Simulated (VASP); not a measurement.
# Mo (P6/mmm) in VASP: further runs

Mo is run at these levels: r2SCAN; tasks: single point, relaxation of cell and atoms.

All numbers are computed with VASP 6.6.1; they aren't measurements. Logs are shortened: lines on timing, memory, paths and dates and some standing lists are left out, and cuts for length are marked.

### Step 1. The cell of the first run

Symmetry: P6/mmm, No. 191, hexagonal system. Conventional cell: a = 2.748 Å, b = 2.748 Å, c = 2.540 Å, α = 90.00°, β = 90.00°, γ = 120.00°. Within 3.4 Å of Mo (site symmetry 6/mmm) lie 8 Mo at 2.54 to 2.75 Å.

### Step 2. Single point, r2SCAN

File POSCAR:

```
Mo
1.0
    2.7484794507      0.0000000000      0.0000000000
   -1.3742397254      2.3802530261      0.0000000000
    0.0000000000      0.0000000000      2.5402863151
Mo
1
Direct
    0.0000000000      0.0000000000      0.5000000000
```

File INCAR.step1:

```
ALGO = Normal
EDIFF = 1E-4
ENCUT = 520
GGA = PE
ISMEAR = 0
LASPH = True
LCHARG = False
LREAL = False
LWAVE = True
NBANDS = 13
NELM = 100
PREC = Accurate
SIGMA = 0.1
```

File INCAR.step2:

```
ALGO = Normal
EDIFF = 1E-6
ENCUT = 520
ISIF = 2
ISMEAR = 0
ISTART = 1
LASPH = True
LCHARG = False
LMIXTAU = True
LREAL = False
LWAVE = False
METAGGA = R2SCAN
NBANDS = 13
NELM = 100
PREC = Accurate
SIGMA = 0.1
```

File KPOINTS:

```
k-points
0
Gamma
  18 18 17
```

Potentials or basis: VASP PAW PBE potentials, release 64 (Mo_sv).

Started as:

```console
$ cat potpaw_PBE.64/Mo_sv/POTCAR > POTCAR
$ cp INCAR.step1 INCAR
$ mpirun -np 1 vasp_std > vasp.out
$ cp INCAR.step2 INCAR
$ mpirun -np 1 vasp_std > vasp.out
```

OUTCAR:

```text
EDIFF = 1E-6
   ENCUT = 520
   ISIF = 2
   ISMEAR = 0
   ISTART = 1
   LASPH = True
   LREAL = False
   METAGGA = R2SCAN
   NELM = 100
   PREC = Accurate

 ion  position               nearest neighbor table
   1  0.000  0.000  0.500-

  LATTYP: Found a hexagonal cell.
 ALAT       =     2.7484794507
 C/A-ratio  =     0.9242515219

  Lattice vectors:

 A1 = (   2.7484794507,   0.0000000000,   0.0000000000)
 A2 = (  -1.3742397254,   2.3802530261,   0.0000000000)
 A3 = (   0.0000000000,   0.0000000000,   2.5402863151)

Analysis of symmetry for initial positions (statically):
=====================================================================
 Subroutine PRICEL returns:
 Original cell was already a primitive cell.

 Routine SETGRP: Setting up the symmetry group for a
 hexagonal supercell.

 Subroutine GETGRP returns: Found 24 space group operations
 (whereof 24 operations were pure point group operations)
 out of a pool of 24 trial point group operations.

The static configuration has the point symmetry D_6h.

Analysis of symmetry for dynamics (positions and initial velocities):
=====================================================================
 Subroutine PRICEL returns:
 Original cell was already a primitive cell.

 Routine SETGRP: Setting up the symmetry group for a
 hexagonal supercell.

 Subroutine GETGRP returns: Found 24 space group operations
 (whereof 24 operations were pure point group operations)
 out of a pool of 24 trial point group operations.

The dynamic configuration has the point symmetry D_6h.

 Subroutine INISYM returns: Found 24 space group operations
 (whereof 24 operations are pure point group operations),
 and found     1 'primitive' translations

----------------------------------------------------------------------------------------

                                     Primitive cell

  volume of cell :      16.6187

  direct lattice vectors                    reciprocal lattice vectors
     2.748479451  0.000000000  0.000000000     0.363837539  0.210061701  0.000000000
    -1.374239725  2.380253026  0.000000000     0.000000000  0.420123402  0.000000000
     0.000000000  0.000000000  2.540286315     0.000000000  0.000000000  0.393656413

  length of vectors
     2.748479451  2.748479451  2.540286315     0.420123402  0.420123402  0.393656413

  position of ions in fractional coordinates (direct lattice)
     0.000000000  0.000000000  0.500000000

  ion indices of the primitive-cell ions
   primitive index   ion index
                 1           1

----------------------------------------------------------------------------------------

 KPOINTS: k-points

Automatic generation of k-mesh.
 Grid dimensions read from file:
 generate k-points for:   18   18   17

 Generating k-lattice:

  Cartesian coordinates                     Fractional coordinates (reciprocal lattice)
     0.020213197  0.011670095  0.000000000     0.055555556  0.000000000  0.000000000
     0.000000000  0.023340189  0.000000000     0.000000000  0.055555556  0.000000000
     0.000000000  0.000000000  0.023156260     0.000000000  0.000000000  0.058823529

  Length of vectors
     0.023340189  0.023340189  0.023156260

  Shift w.r.t. Gamma in fractional coordinates (k-lattice)
     0.000000000  0.000000000  0.000000000

 Subroutine IBZKPT returns following result:
 ===========================================

 Found    333 irreducible k-points:

 Following reciprocal coordinates:
            Coordinates               Weight
  0.000000  0.000000  0.000000      1.000000
  0.055556 -0.000000  0.000000      6.000000
  0.111111 -0.000000  0.000000      6.000000
  0.166667 -0.000000  0.000000      6.000000
  0.222222 -0.000000  0.000000      6.000000
  0.277778 -0.000000  0.000000      6.000000
[... 16 lines left out ...]
  0.333333  0.111111  0.000000     12.000000
  0.388889  0.111111  0.000000     12.000000
 [... further k-points ...]
   k-points           NKPTS =    333   k-points in BZ     NKDIM =    333   number of bands    NBANDS=     13
   number of dos      NEDOS =    301   number of ions     NIONS =      1
   total plane-waves  NPLWV =   8000
   dimension x,y,z NGX =    20 NGY =   20 NGZ =   20
   dimension x,y,z NGXF=    40 NGYF=   40 NGZF=   40
   ions per type =               1
   NGX,Y,Z   is equivalent  to a cutoff of  12.10, 12.10, 13.09 a.u.
   NGXF,Y,Z  is equivalent  to a cutoff of  24.19, 24.19, 26.18 a.u.
 SYSTEM =  unknown system
   PREC   = accura    normal or accurate (medium, high low for compatibility)
   ISTART =      1    job   : 0-new  1-cont  2-samecut
   ICHARG =      0    charge: 1-file 2-atom 10-const
   ISPIN  =      1    spin polarized calculation?
   LNONCOLLINEAR =      F non collinear calculations
   LSORBIT =      F    spin-orbit coupling
   LASPH  =      T    aspherical Exc in radial PAW
   ENCUT  =  520.0 eV  38.22 Ry    6.18 a.u.   5.11  5.11  4.72*2*pi/ulx,y,z
   NELM   =    100;   NELMIN=  2; NELMDL=  0     # of ELM steps
   EDIFF  = 0.1E-05   stopping-criterion for ELM
   LREAL  =      F    real-space projection
   EDIFFG = 0.1E-04   stopping-criterion for IOM
   NSW    =      0    number of steps for IOM
   IBRION =     -1    ionic relax: 0-MD 1-quasi-New 2-CG
   NFREE  =      0    steps in history (QN), initial steepest desc. (CG)
   ISIF   =      2    stress and relaxation
   ISYM   =      2    0-nonsym 1-usesym 2-fastsym
   POTIM  = 0.5000    time-step for ionic-motion
   TEBEG  =    0.0;   TEEND  =   0.0 temperature during run
   PSTRESS=    0.0 pullay stress
   NELECT =      14.0000    total number of electrons
   NUPDOWN=      -1.0000    fix difference up-down
   EMIN   =  10.00;   EMAX   =-10.00  energy-range for DOS
   EFERMI =   0.00;   METHOD = LEGACY
   ISMEAR =     0;   SIGMA  =   0.10  broadening in eV -4-tet -1-fermi 0-gaus
   EFERMI_NEDOS =   21; number of points for ismear=-14 and -15
   IALGO  =     38    algorithm
   IMIX   =      4    mixing-type and parameters
     AMIX     =   0.40;   BMIX     =  1.00
     AMIX_MAG =   1.60;   BMIX_MAG =  1.00
  volume/ion in A,a.u.               =      16.62       112.15
  Fermi-wavevector in a.u.,A,eV,Ry     =   1.546149  2.921798 32.525781  2.390577
  Thomas-Fermi vector in A             =   2.651427
   LORBIT       =      0    0 simple, 1 ext, 2 COOP (PROOUT), +10 PAW based schemes
   METAGGA = R2SCAN    functional components
   LHFCALC =     F    Hartree Fock is set to
   AEXX    =    0.0000 exact exchange contribution
   IVDW    =     0    specifies the selected vdW correction
   LEPSILON=     F    determine dielectric tensor
   LRPA    =     F    only Hartree local field effects (RPA)
 non-spin polarized calculation
 Gauss-broadening in eV      SIGMA  =   0.10
  energy-cutoff  :      520.00
  volume of cell :       16.62
 maximum number of plane-waves:       460
   NGX = 11   NGY = 11   NGZ =  9

 number of electron      14.0000003 magnetization

 Free energy of the ion-electron system (eV)
  ---------------------------------------------------
  ext. energy  EPLUGINS =         0.00000000
  ---------------------------------------------------
  free energy    TOTEN  =       -25.14872131 eV

  energy without entropy =      -25.14473182  energy(sigma->0) =      -25.14672656

 E-fermi :  11.4710     XC(G=0): -14.1207

 val. band max:       11.4708888289   @ k =   0.0556  -0.0000   0.4118
 cond. band min:      11.4922854582   @ k =   0.2778   0.1111   0.2941
 fundamental gap:      0.0213966293
 Fermi energy:        11.4710370914

 k-point     1 :       0.0000    0.0000    0.0000
  band No.  band energies     occupation
      1     -51.5100      2.00000
      2     -24.0326      2.00000
      3     -24.0326      2.00000
      4     -23.8953      2.00000
      5       4.3299      2.00000
      6       6.8008      2.00000
      7      10.5467      2.00000
      8      10.5467      2.00000
      9      15.8989      0.00000
     10      15.8989      0.00000
     11      24.9418      0.00000
     12      28.5118      0.00000
     13      33.1315      0.00000

 k-point     2 :       0.0556   -0.0000    0.0000
  band No.  band energies     occupation
      1     -51.5030      2.00000
      2     -24.0784      2.00000
      3     -24.0428      2.00000
      4     -23.8907      2.00000
      5       4.4568      2.00000
      6       6.8533      2.00000
      7      10.4174      2.00000
      8      10.6613      2.00000
      9      15.7697      0.00000
     10      15.8779      0.00000
     11      25.2297      0.00000
     12      28.7590      0.00000
     13      32.3702      0.00000

 k-point     3 :       0.1111   -0.0000    0.0000
  band No.  band energies     occupation
      1     -51.4829      2.00000
      2     -24.2092      2.00000
      3     -24.0719      2.00000
      4     -23.8774      2.00000
      5       4.8176      2.00000
      6       7.0067      2.00000
      7      10.0850      2.00000
      8      11.0004      2.00000
      9      15.4182      0.00000
     10      15.8176      0.00000
     11      26.0060      0.00000
     12      29.4558      0.00000
     13      30.8959      0.00000

 k-point     4 :       0.1667   -0.0000    0.0000
  band No.  band energies     occupation
      1     -51.4520      2.00000
      2     -24.4064      2.00000
      3     -24.1162      2.00000
      4     -23.8571      2.00000
      5       5.3488      2.00000
      6       7.2379      2.00000
      7       9.6989      2.00000
      8      11.5493      0.26827
      9      14.9283      0.00000
     10      15.7267      0.00000
     11      26.9035      0.00000
     12      29.5432      0.00000
     13      30.4890      0.00000

 k-point     5 :       0.2222   -0.0000    0.0000
  band No.  band energies     occupation
      1     -51.4137      2.00000
      2     -24.6432      2.00000
      3     -24.1701      2.00000
      4     -23.8320      2.00000
      5       5.9355      2.00000
      6       7.4577      2.00000
      7       9.5041      2.00000
      8      12.2817      0.00000
      9      14.3891      0.00000
     10      15.6173      0.00000
     11      26.6641      0.00000
     12      29.5014      0.00000
     13      30.0278      0.00000
[... 257 lines left out ...]
 k-point    22 :       0.2778    0.1111    0.0000
  band No.  band energies     occupation
      1     -51.3236      2.00000
      2     -25.1088      2.00000
      3     -24.3680      2.00000
      4     -23.7733      2.00000
      5       7.0444      2.00000
      6       7.7333      2.00000
      7       9.8632      2.00000
      8      13.4487      0.00000
      9      14.7752      0.00000
     10      15.1823      0.00000
     11      24.0287      0.00000
     12      26.2358      0.00000
     13      31.0944      0.00000

 k-point    23 :       0.3333    0.1111    0.0000
  band No.  band energies     occupation
      1     -51.2936      2.00000
      2     -25.2657      2.00000
      3     -24.4235      2.00000
      4     -23.7538      2.00000
      5       6.9823      2.00000
      6       7.8680      2.00000
      7      10.7057      2.00000
      8      13.1582      0.00000
      9      15.0658      0.00000
     10      15.7488      0.00000
     11      22.8311      0.00000
     12      25.3560      0.00000
     13      30.2869      0.00000

 k-point    24 :       0.3889    0.1111    0.0000
  band No.  band energies     occupation
      1     -51.2740      2.00000
      2     -25.3669      2.00000
      3     -24.4595      2.00000
      4     -23.7411      2.00000
      5       6.8502      2.00000
      6       8.0309      2.00000
      7      11.4003      1.68305
      8      12.9764      0.00000
      9      14.9909      0.00000
     10      16.4890      0.00000
     11      21.9702      0.00000
     12      24.6527      0.00000
     13      29.7902      0.00000

 [... further k-points ...]
[... 5 lines left out ...]
  --------------------------------------------------------------------------------------
  -------------------------------------------------------------------------------------
  Total        0.0963673      0.0963673      0.1253195     -0.0000000      0.0000000      0.0000000
  in kB        9.2905631      9.2905631     12.0817809     -0.0000000      0.0000000      0.0000000
  external PRESSURE =      10.2209691 kB  Pullay stress =       0.0000000 kB

 VOLUME and BASIS-vectors are now :
 -----------------------------------------------------------------------------
  energy-cutoff  :      520.00
  volume of cell :       16.62
      direct lattice vectors                 reciprocal lattice vectors
     2.748479451  0.000000000  0.000000000     0.363837539  0.210061701  0.000000000
    -1.374239725  2.380253026  0.000000000     0.000000000  0.420123402  0.000000000
     0.000000000  0.000000000  2.540286315     0.000000000  0.000000000  0.393656413

 POSITION                                       TOTAL-FORCE (eV/Angst)
 -----------------------------------------------------------------------------------
      0.00000      0.00000      1.27014         0.000000      0.000000      0.000000
 -----------------------------------------------------------------------------------
    total drift:                                0.000000      0.000000     -0.000000

  FREE ENERGIE OF THE ION-ELECTRON SYSTEM (eV)
  ---------------------------------------------------
  free  energy   TOTEN  =       -25.1487213058 eV

  energy  without entropy=      -25.1447318182  energy(sigma->0) =      -25.14672656
```

Wall time 1.9 min (1 thread of Intel Xeon 6975P-C (Granite Rapids), shared host); peak memory 0.17 GiB.

Results:

| Quantity | Value |
| --- | --- |
| Free energy | -25.1487 eV |
| Pressure | 1.0 GPa |
| Band gap on the k mesh | zero (band 7 reaches 12.41 eV, above the bottom of band 8 at 10.55 eV) |

Caveat: the PAW data sets were made with another functional, which shifts forces and pressure a little.

### Step 3. Relaxation of cell and atoms, r2SCAN

This run uses another cell than the first one, of 16.56 Å³/atom, 0.996 times its volume.

File POSCAR:

```
Mo
1.0
    2.7355104000      0.0000000000      0.0000000000
   -1.3677552000      2.3690214987      0.0000000000
    0.0000000000      0.0000000000      2.5551807000
Mo
1
Direct
    0.0000000000      0.0000000000      0.5000000000
```

File INCAR.step1:

```
ALGO = Normal
EDIFF = 1E-4
ENCUT = 600
GGA = PE
ISMEAR = 0
LASPH = True
LCHARG = False
LREAL = False
LWAVE = True
NELM = 80
PREC = Accurate
SIGMA = 0.1
```

File INCAR.step2:

```
ALGO = Normal
EDIFF = 1E-6
EDIFFG = -0.01
ENCUT = 600
IBRION = 2
ISIF = 3
ISMEAR = 0
ISTART = 1
LASPH = True
LCHARG = False
LMIXTAU = True
LREAL = False
LWAVE = False
METAGGA = R2SCAN
NELM = 80
NSW = 80
PREC = Accurate
SIGMA = 0.1
```

KPOINTS is that of step 2.

Potentials or basis: VASP PAW PBE potentials, release 64 (Mo_sv).

Started as:

```console
$ cat potpaw_PBE.64/Mo_sv/POTCAR > POTCAR
$ cp INCAR.step1 INCAR
$ mpirun -np 1 vasp_std > vasp.out
$ cp INCAR.step2 INCAR
$ mpirun -np 1 vasp_std > vasp.out
```

It took 6.1 min on 1 thread of Intel Xeon 6975P-C (Granite Rapids), shared host; peak memory 0.2 GiB.

Results (log left out):

```yaml
Free_energy: -25.1471 eV
Relaxed_volume: 16.69 Å³/atom
Relaxed_cell: a = 2.752 Å, b = 2.752 Å, c = 2.545 Å, α = 90.00°, β = 90.00°, γ = 120.00°
Space_group_after_relaxing_to_0.05_Å: P6/mmm (No. 191)
Energy_gained_by_relaxing: 2.0 meV/atom
Ionic_steps: 5
Pressure_after_relaxing: 0.0 GPa
Band_gap_on_the_k_mesh: zero (band 7 reaches 12.33 eV, above the bottom of band 8 at 10.49 eV)
```

The path:
```csv
step,energy change (eV),largest force (eV/Å),pressure (GPa),volume (Å³)
1,0.0000,0.0000,1.84,16.56
2,0.0031,0.0000,-4.05,17.02
3,-0.0018,0.0000,-0.46,16.73
4,-0.0018,0.0000,0.51,16.65
5,-0.0020,0.0000,0.02,16.69
```

Final structure:
```
Mo
1.0
     2.75170    0.00000    0.00000
    -1.37585    2.38304    0.00000
     0.00000    0.00000    2.54546
Mo
1
Direct
  0.00000 0.00000 0.50000
```

Levels at points of the mesh, in eV from the Fermi level:
```tsv
k point	band 3	band 4	band 5	band 6	band 7	band 8	band 9	band 10	band 11
(0.00, 0.00, 0.00)	-35.51	-35.39	-7.13	-4.65	-0.92	-0.92	4.40	4.40	13.47
(0.50, 0.00, 0.00)	-35.84	-35.23	-5.12	-3.41	0.92	1.32	3.74	4.48	10.46
```

Caveat: the PAW data sets were made with another functional, which shifts forces and pressure a little.
